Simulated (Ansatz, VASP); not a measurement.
# One calculation of HfB2, two programs

INCAR

```
ALGO     = Normal         # electronic algorithm
EDIFF    = 1E-7           # SCF threshold, eV
ENCUT    = 520            # plane-wave cutoff, eV
GGA      = PE             # functional
ISIF     = 2              # what is computed and relaxed
ISMEAR   = -1             # smearing method
LASPH    = True           # aspherical terms in the spheres
LCHARG   = False          # write CHGCAR
LREAL    = False          # projectors in reciprocal space
LWAVE    = False          # write WAVECAR
NBANDS   = 15             # bands
NELM     = 60             # most SCF steps
PREC     = Accurate       # precision mode
SIGMA    = 0.05           # smearing width, eV
```

The input KPOINTS:

```
k-points
0
Gamma
  13 13 11
```

Contents of POSCAR:

```
HfB2
1.0
    3.2015843649      0.0000000000      0.0000000000
   -1.6007921825      2.7726533923      0.0000000000
    0.0000000000      0.0000000000      3.5482526220
Hf B
1 2
Direct
    0.0000000000      0.0000000000      0.0000000000
    0.3333333333      0.6666666667      0.5000000000
    0.6666666667      0.3333333333      0.5000000000
```

Input for Ansatz:

```yaml
crystal:
  lattice:
    - [3.2015843649, 0.0, 0.0]
    - [-1.6007921825, 2.7726533923, 0.0]
    - [0.0, 0.0, 3.548252622]
  atoms:
    - { symbol: Hf, position: [0.0, 0.0, 0.0] }
    - { symbol: B, position: [0.3333333333, 0.6666666667, 0.5] }
    - { symbol: B, position: [0.6666666667, 0.3333333333, 0.5] }
kpoints:
  mp_grid: { grid: [13, 13, 11] }
  band_path:
    path:
      - [0.0, 0.0, 0.0]
      - [0.5, 0.0, 0.0]
      - [0.3333333333, 0.3333333333, 0.0]
      - [0.0, 0.0, 0.0]
      - [0.0, 0.0, 0.5]
      - [0.5, 0.0, 0.5]
      - [0.3333333333, 0.3333333333, 0.5]
      - [0.0, 0.0, 0.5]
      - [0.5, 0.0, 0.5]
    npoints: 5
scf:
  occupations: { method: fermi_dirac, width: 0.05 }
hamiltonian:
  xc: pbe
  pseudopotentials: { kind: all_electron, lapw: { basis_error: 0.0005 } }
output:
  forces: true
  stress: true
  eigenvalues: true
```

Change from the starting cell: volume scaled by 1.06.

Alike in both runs: task single point; functional PBE; k mesh 13 × 13 × 11; occupations fermi-dirac, width 0.05 eV; no spin polarisation.

|  | VASP | Ansatz |
| --- | --- | --- |
| version | VASP 6.6.1 | Ansatz 0.2.0 |
| potentials or method | VASP PAW PBE potentials, release 64 (Hf_pv, B), cutoff 520 eV | all-electron LAPW, scalar-relativistic |

```tsv
	VASP	Ansatz	Ansatz less VASP
pressure (GPa)	-12.4	-11.9	+0.55
traceless stress, the component that is largest in VASP (GPa)	1.25	1.21	-0.040
```

Ansatz ran all-electron here, and VASP with PAW potentials.

Spin-orbit coupling is off throughout.
